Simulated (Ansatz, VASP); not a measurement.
MnO: VASP beside Ansatz

```
Mn O
1.0
     0.00000    2.19197    2.19197
     2.19197    0.00000    2.19197
     2.19197    2.19197    0.00000
Mn O
1 1
Direct
  0.00000 0.00000 0.00000
  0.50000 0.50000 0.50000
```

Change from the starting cell: volume scaled by 0.96.

Alike in both runs: task single point; functional PBE; k mesh 10 × 10 × 10; occupations fermi-dirac, width 0.05 eV; collinear spin.

```csv
,VASP,Ansatz
version,VASP 6.6.1,Ansatz 0.2.0
potentials or method,"VASP PAW PBE potentials, release 64 (Mn_pv, O), cutoff 520 eV","all-electron LAPW, scalar-relativistic"
```

|  | VASP | Ansatz | Ansatz less VASP |
| --- | --- | --- | --- |
| gap on the k mesh at the Fermi level (eV) | none | none | - |
| pressure (GPa) | 4.7 | 4.4 | -0.26 |
| net moment per atom (μB) | 2.32 | 2.32 | 0.000 |
| size of the moment on the site where the two differ most (μB) | 0.19 | 0.22 | +0.030 |

Site moments also hang on the region over which each program counts them. A gap of «none» marks a metal or a gap that the smearing closes. Ansatz ran all-electron here, and VASP with PAW potentials.
